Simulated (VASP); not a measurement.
# Ca (Pm-3m) in VASP: further runs

Runs on Ca. Level: revPBE. Tasks: single point.

All numbers are computed with VASP 6.6.1; they aren't measurements. Logs are shortened: lines on timing, memory, paths and dates and some standing lists are left out, and cuts for length are marked.

### 1 The cell of the first run

It takes space group Pm-3m (No. 221, cubic). The conventional cell has a = 3.591 Å, b = 3.591 Å, c = 3.591 Å, α = 90.00°, β = 90.00°, γ = 90.00°. Within 4.7 Å of Ca (site symmetry m-3m) lie 6 Ca at 3.59 Å.

### 2 Single point, revPBE

INCAR reads:

```
ALGO = Normal ; EDIFF = 1E-7
ENCUT = 520 ; GGA = RE
ISIF = 2 ; ISMEAR = -1
LASPH = T ; LCHARG = F
LREAL = F ; LWAVE = F
NBANDS = 11 ; NELM = 60
PREC = Accurate ; SIGMA = 0.1
```

KPOINTS reads:

```
k-points
0
Gamma
  9 9 9
```

POSCAR reads:

```
Ca
1.0
    3.5909557285      0.0000000000      0.0000000000
    0.0000000000      3.5909557285      0.0000000000
    0.0000000000      0.0000000000      3.5909557285
Ca
1
Direct
    0.0000000000      0.0000000000      0.0000000000
```

Potentials or basis: VASP PAW PBE potentials, release 64 (Ca_sv).

Run with:

```sh
cat potpaw_PBE.64/Ca_sv/POTCAR > POTCAR
mpirun -np 1 vasp_std > vasp.out
```

OUTCAR:

```text
EDIFF = 1E-7
   ENCUT = 520
   GGA = RE
   ISIF = 2
   ISMEAR = -1
   LASPH = T
   LREAL = F
   NELM = 60
   PREC = Accurate

 ion  position               nearest neighbor table
   1  0.000  0.000  0.000-

  LATTYP: Found a simple cubic cell.
 ALAT       =     3.5909557285

  Lattice vectors:

 A1 = (   3.5909557285,   0.0000000000,   0.0000000000)
 A2 = (   0.0000000000,   3.5909557285,   0.0000000000)
 A3 = (   0.0000000000,   0.0000000000,   3.5909557285)

Analysis of symmetry for initial positions (statically):
=====================================================================
 Subroutine PRICEL returns:
 Original cell was already a primitive cell.

 Routine SETGRP: Setting up the symmetry group for a
 simple cubic supercell.

 Subroutine GETGRP returns: Found 48 space group operations
 (whereof 48 operations were pure point group operations)
 out of a pool of 48 trial point group operations.

The static configuration has the point symmetry O_h .

Analysis of symmetry for dynamics (positions and initial velocities):
=====================================================================
 Subroutine PRICEL returns:
 Original cell was already a primitive cell.

 Routine SETGRP: Setting up the symmetry group for a
 simple cubic supercell.

 Subroutine GETGRP returns: Found 48 space group operations
 (whereof 48 operations were pure point group operations)
 out of a pool of 48 trial point group operations.

The dynamic configuration has the point symmetry O_h .

 Subroutine INISYM returns: Found 48 space group operations
 (whereof 48 operations are pure point group operations),
 and found     1 'primitive' translations

----------------------------------------------------------------------------------------

                                     Primitive cell

  volume of cell :      46.3052

  direct lattice vectors                    reciprocal lattice vectors
     3.590955728  0.000000000  0.000000000     0.278477396  0.000000000  0.000000000
     0.000000000  3.590955728  0.000000000     0.000000000  0.278477396  0.000000000
     0.000000000  0.000000000  3.590955728     0.000000000  0.000000000  0.278477396

  length of vectors
     3.590955728  3.590955728  3.590955728     0.278477396  0.278477396  0.278477396

  position of ions in fractional coordinates (direct lattice)
     0.000000000  0.000000000  0.000000000

  ion indices of the primitive-cell ions
   primitive index   ion index
                 1           1

----------------------------------------------------------------------------------------

 KPOINTS: k-points

Automatic generation of k-mesh.
 Grid dimensions read from file:
 generate k-points for:    9    9    9

 Generating k-lattice:

  Cartesian coordinates                     Fractional coordinates (reciprocal lattice)
     0.030941933  0.000000000  0.000000000     0.111111111  0.000000000  0.000000000
     0.000000000  0.030941933  0.000000000     0.000000000  0.111111111  0.000000000
     0.000000000  0.000000000  0.030941933     0.000000000  0.000000000  0.111111111

  Length of vectors
     0.030941933  0.030941933  0.030941933

  Shift w.r.t. Gamma in fractional coordinates (k-lattice)
     0.000000000  0.000000000  0.000000000

 Subroutine IBZKPT returns following result:
 ===========================================

 Found     35 irreducible k-points:

 Following reciprocal coordinates:
            Coordinates               Weight
  0.000000  0.000000  0.000000      1.000000
  0.111111  0.000000  0.000000      6.000000
  0.222222  0.000000  0.000000      6.000000
  0.333333  0.000000  0.000000      6.000000
  0.444444  0.000000  0.000000      6.000000
  0.111111  0.111111  0.000000     12.000000
[... 16 lines left out ...]
  0.333333  0.333333  0.111111     24.000000
  0.444444  0.333333  0.111111     48.000000
 [... further k-points ...]
   k-points           NKPTS =     35   k-points in BZ     NKDIM =     35   number of bands    NBANDS=     11
   number of dos      NEDOS =    301   number of ions     NIONS =      1
   total plane-waves  NPLWV =  21952
   dimension x,y,z NGX =    28 NGY =   28 NGZ =   28
   dimension x,y,z NGXF=    56 NGYF=   56 NGZF=   56
   ions per type =               1
   NGX,Y,Z   is equivalent  to a cutoff of  12.96, 12.96, 12.96 a.u.
   NGXF,Y,Z  is equivalent  to a cutoff of  25.93, 25.93, 25.93 a.u.
 SYSTEM =  unknown system
   PREC   = accura    normal or accurate (medium, high low for compatibility)
   ISTART =      0    job   : 0-new  1-cont  2-samecut
   ICHARG =      2    charge: 1-file 2-atom 10-const
   ISPIN  =      1    spin polarized calculation?
   LNONCOLLINEAR =      F non collinear calculations
   LSORBIT =      F    spin-orbit coupling
   LASPH  =      T    aspherical Exc in radial PAW
   ENCUT  =  520.0 eV  38.22 Ry    6.18 a.u.   6.68  6.68  6.68*2*pi/ulx,y,z
   NELM   =     60;   NELMIN=  2; NELMDL= -5     # of ELM steps
   EDIFF  = 0.1E-06   stopping-criterion for ELM
   LREAL  =      F    real-space projection
   EDIFFG = 0.1E-05   stopping-criterion for IOM
   NSW    =      0    number of steps for IOM
   IBRION =     -1    ionic relax: 0-MD 1-quasi-New 2-CG
   NFREE  =      0    steps in history (QN), initial steepest desc. (CG)
   ISIF   =      2    stress and relaxation
   ISYM   =      2    0-nonsym 1-usesym 2-fastsym
   POTIM  = 0.5000    time-step for ionic-motion
   TEBEG  =    0.0;   TEEND  =   0.0 temperature during run
   PSTRESS=    0.0 pullay stress
   NELECT =      10.0000    total number of electrons
   NUPDOWN=      -1.0000    fix difference up-down
   EMIN   =  10.00;   EMAX   =-10.00  energy-range for DOS
   EFERMI =   0.00;   METHOD = LEGACY
   ISMEAR =    -1;   SIGMA  =   0.10  broadening in eV -4-tet -1-fermi 0-gaus
   EFERMI_NEDOS =   21; number of points for ismear=-14 and -15
   IALGO  =     38    algorithm
   IMIX   =      4    mixing-type and parameters
     AMIX     =   0.40;   BMIX     =  1.00
     AMIX_MAG =   1.60;   BMIX_MAG =  1.00
  volume/ion in A,a.u.               =      46.31       312.48
  Fermi-wavevector in a.u.,A,eV,Ry     =   0.982196  1.856081 13.125660  0.964709
  Thomas-Fermi vector in A             =   2.113260
   LORBIT       =      0    0 simple, 1 ext, 2 COOP (PROOUT), +10 PAW based schemes
   GGA     = RE    functional components
   LHFCALC =     F    Hartree Fock is set to
   AEXX    =    0.0000 exact exchange contribution
   IVDW    =     0    specifies the selected vdW correction
   LEPSILON=     F    determine dielectric tensor
   LRPA    =     F    only Hartree local field effects (RPA)
 non-spin polarized calculation
  energy-cutoff  :      520.00
  volume of cell :       46.31
 maximum number of plane-waves:      1267
 NGX is ok and might be reduce to    28
   NGX = 13   NGY = 13   NGZ = 13

 number of electron      10.0000002 magnetization

 Free energy of the ion-electron system (eV)
  ---------------------------------------------------
  ext. energy  EPLUGINS =         0.00000000
  ---------------------------------------------------
  free energy    TOTEN  =        -1.38348113 eV

  energy without entropy =       -1.34381719  energy(sigma->0) =       -1.36364916

 E-fermi :   1.6163     XC(G=0):  -7.3381

 val. band max:        1.5994964600   @ k =   0.4444   0.2222   0.0000
 cond. band min:       1.6410582121   @ k =   0.4444   0.4444   0.2222
 fundamental gap:      0.0415617522
 Fermi energy:         1.6162803289

 k-point     1 :       0.0000    0.0000    0.0000
  band No.  band energies     occupation
      1     -40.8336      2.00000
      2     -21.6944      2.00000
      3     -21.6944      2.00000
      4     -21.6944      2.00000
      5      -2.1247      2.00000
      6       2.4783      0.00036
      7       2.4783      0.00036
      8       5.4858      0.00000
      9       5.4858      0.00000
     10       5.4858      0.00000
     11       9.7605      0.00000

 k-point     2 :       0.1111    0.0000    0.0000
  band No.  band energies     occupation
      1     -40.8321      2.00000
      2     -21.7140      2.00000
      3     -21.6928      2.00000
      4     -21.6928      2.00000
      5      -1.9607      2.00000
      6       2.5159      0.00025
      7       2.5278      0.00022
      8       5.3143      0.00000
      9       5.3143      0.00000
     10       5.4973      0.00000
     11       8.7662      0.00000

 k-point     3 :       0.2222    0.0000    0.0000
  band No.  band energies     occupation
      1     -40.8281      2.00000
      2     -21.7632      2.00000
      3     -21.6886      2.00000
      4     -21.6886      2.00000
      5      -1.4856      2.00000
      6       2.5071      0.00027
      7       2.6587      0.00006
      8       4.9444      0.00000
      9       4.9444      0.00000
     10       5.5268      0.00000
     11       7.4114      0.00000

 k-point     4 :       0.3333    0.0000    0.0000
  band No.  band energies     occupation
      1     -40.8236      2.00000
      2     -21.8186      2.00000
      3     -21.6839      2.00000
      4     -21.6839      2.00000
      5      -0.7489      2.00000
      6       2.1357      0.01104
      7       2.8186      0.00001
      8       4.5960      0.00000
      9       4.5960      0.00000
     10       5.5607      0.00000
     11       6.6626      0.00000
[... 239 lines left out ...]
 k-point    22 :       0.4444    0.2222    0.1111
  band No.  band energies     occupation
      1     -40.8138      2.00000
      2     -21.8438      2.00000
      3     -21.7452      2.00000
      4     -21.6938      2.00000
      5       0.8078      1.99938
      6       1.7114      0.55733
      7       3.3042      0.00000
      8       3.8277      0.00000
      9       4.7151      0.00000
     10       4.9630      0.00000
     11       6.5974      0.00000

 k-point    23 :       0.3333    0.3333    0.1111
  band No.  band energies     occupation
      1     -40.8123      2.00000
      2     -21.8038      2.00000
      3     -21.8010      2.00000
      4     -21.6922      2.00000
      5       0.5581      1.99995
      6       2.4923      0.00031
      7       3.2389      0.00000
      8       3.8712      0.00000
      9       4.6186      0.00000
     10       4.7268      0.00000
     11       7.1238      0.00000

 k-point    24 :       0.4444    0.3333    0.1111
  band No.  band energies     occupation
      1     -40.8094      2.00000
      2     -21.8370      2.00000
      3     -21.7982      2.00000
      4     -21.6891      2.00000
      5       1.1899      1.97224
      6       2.1108      0.01414
      7       3.4374      0.00000
      8       3.6886      0.00000
      9       4.7366      0.00000
     10       4.8487      0.00000
     11       6.5499      0.00000

 [... further k-points ...]
[... 5 lines left out ...]
  --------------------------------------------------------------------------------------
  -------------------------------------------------------------------------------------
  Total        0.0015511      0.0015511      0.0015511     -0.0000000     -0.0000000      0.0000000
  in kB        0.0536683      0.0536683      0.0536683     -0.0000000     -0.0000000      0.0000000
  external PRESSURE =       0.0536683 kB  Pullay stress =       0.0000000 kB

 VOLUME and BASIS-vectors are now :
 -----------------------------------------------------------------------------
  energy-cutoff  :      520.00
  volume of cell :       46.31
      direct lattice vectors                 reciprocal lattice vectors
     3.590955728  0.000000000  0.000000000     0.278477396  0.000000000  0.000000000
     0.000000000  3.590955728  0.000000000     0.000000000  0.278477396  0.000000000
     0.000000000  0.000000000  3.590955728     0.000000000  0.000000000  0.278477396

 POSITION                                       TOTAL-FORCE (eV/Angst)
 -----------------------------------------------------------------------------------
      0.00000      0.00000      0.00000         0.000000      0.000000      0.000000
 -----------------------------------------------------------------------------------
    total drift:                                0.000000     -0.000000     -0.000000

  FREE ENERGIE OF THE ION-ELECTRON SYSTEM (eV)
  ---------------------------------------------------
  free  energy   TOTEN  =        -1.3834811304 eV

  energy  without entropy=       -1.3438171876  energy(sigma->0) =       -1.36364916
```

Wall time 20 s (1 thread of AMD EPYC 9R45 (Zen 5), shared host); peak memory 0.12 GiB.

What came out:

| Item | Value |
| --- | --- |
| Free energy | -1.3835 eV |
| Pressure | 0.0 GPa |
| Band gap on the k mesh | zero (band 5 reaches 2.22 eV, above the bottom of band 6 at 1.34 eV) |

Levels at points of the mesh, in eV from the Fermi level:
| k point | band 2 | band 3 | band 4 | band 5 | band 6 | band 7 | band 8 | band 9 |
| --- | --- | --- | --- | --- | --- | --- | --- | --- |
| (0.00, 0.00, 0.00) | -23.31 | -23.31 | -23.31 | -3.74 | 0.86 | 0.86 | 3.87 | 3.87 |

Caveat: the PAW data sets were made with another functional, which shifts forces and pressure a little.

### 3 Single point, revPBE (volume scaled by 0.88)

INCAR reads:

```
SYSTEM = Ca
ALGO     = Normal         ! electronic algorithm
EDIFF    = 1E-6           ! SCF threshold, eV
ENCUT    = 520            ! plane-wave cutoff, eV
GGA      = RE             ! functional
ISIF     = 2              ! what is computed and relaxed
ISMEAR   = -1             ! smearing method
LASPH    = .TRUE.         ! aspherical terms in the spheres
LCHARG   = .FALSE.        ! write CHGCAR
LREAL    = .FALSE.        ! projectors in reciprocal space
LWAVE    = .FALSE.        ! write WAVECAR
NBANDS   = 11             ! bands
NELM     = 100            ! most SCF steps
PREC     = Accurate       ! precision mode
SIGMA    = 0.1            ! smearing width, eV
```

KPOINTS reads:

```
k-points
0
G
  10 10 10
  0 0 0
```

POSCAR reads:

```
Ca
1.0
    3.4411553167      0.0000000000      0.0000000000
    0.0000000000      3.4411553167      0.0000000000
    0.0000000000      0.0000000000      3.4411553167
Ca
1
Direct
    0.0000000000      0.0000000000      0.0000000000
```

Potentials or basis: VASP PAW PBE potentials, release 64 (Ca_sv).

Run with:

```sh
cat potpaw_PBE.64/Ca_sv/POTCAR > POTCAR
mpirun -np 1 vasp_std > vasp.out
```

It took 21 s on 1 thread of AMD EPYC 9R45 (Zen 5), shared host; peak memory 0.13 GiB.

The run converged. Its results:

| Quantity | Value |
| --- | --- |
| Free energy | -1.3646 eV |
| Pressure | 1.4 GPa |
| Band gap on the k mesh | zero (band 5 reaches 2.77 eV, above the bottom of band 6 at 1.60 eV) |

Levels at points of the mesh, in eV from the Fermi level:
```
           k point  band 1  band 2  band 3  band 4  band 5  band 6  band 7  band 8  band 9  band 10
(0.00, 0.00, 0.00)  -42.23  -23.06  -23.06  -23.06   -3.94    0.84    0.84    4.27    4.27     4.27
(0.50, 0.00, 0.00)  -42.20  -23.31  -23.04  -23.04   -1.14   -0.52    1.38    2.97    2.97     4.39
(0.50, 0.50, 0.00)  -42.18  -23.28  -23.28  -23.02   -0.49    1.02    2.52    2.52    3.29     3.29
(0.50, 0.50, 0.50)  -42.16  -23.25  -23.25  -23.25    0.65    0.65    0.65    5.08    5.08     5.69
```

Caveat: the PAW data sets were made with another functional, which shifts forces and pressure a little.
